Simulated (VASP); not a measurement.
Here is a VASP 6.6.1 calculation.

INCAR

```
SYSTEM = Ti2Cl
ALGO = Normal
EDIFF = 1E-6
ENCUT = 520
GGA = PE
ISIF = 2
ISMEAR = 0
LASPH = .TRUE.
LCHARG = .FALSE.
LREAL = .FALSE.
LWAVE = .FALSE.
NBANDS = 22
NELM = 100
PREC = Accurate
SIGMA = 0.1
```

KPOINTS

```
k-points
0
G
  18 18 8
  0 0 0
```

Contents of POSCAR:

```
Ti2Cl
1.0
    2.8607651003     -1.5024292809      0.0095843741
    2.8607651003      1.5024292809      0.0095843741
   -1.0431004790      0.0000000000      6.1565207424
Ti Cl
2 1
Direct
    0.6209951917      0.6209951917      0.3362767377
    0.3790048083      0.3790048083      0.6637232623
    0.0000000000      0.0000000000      0.0000000000
```

Potentials or basis: VASP PAW PBE potentials, release 64 (Ti_sv, Cl).

Launch:

```sh
$ cat potpaw_PBE.64/Ti_sv/POTCAR potpaw_PBE.64/Cl/POTCAR > POTCAR
$ mpirun -np 1 vasp_std > vasp.out
```

Question: Estimate the pressure.

Answer: -0.1 GPa.

Question: Estimate the largest force.

Answer: 0.024 eV/Å.

Stress tensor (GPa, compression positive):
```
-0.13  0.00  0.03
 0.00 -0.15  0.00
 0.03  0.00 -0.03
```

Caveat: an odd number of electrons without spin polarisation forces a metal; a magnetic or distorted state may lie lower.
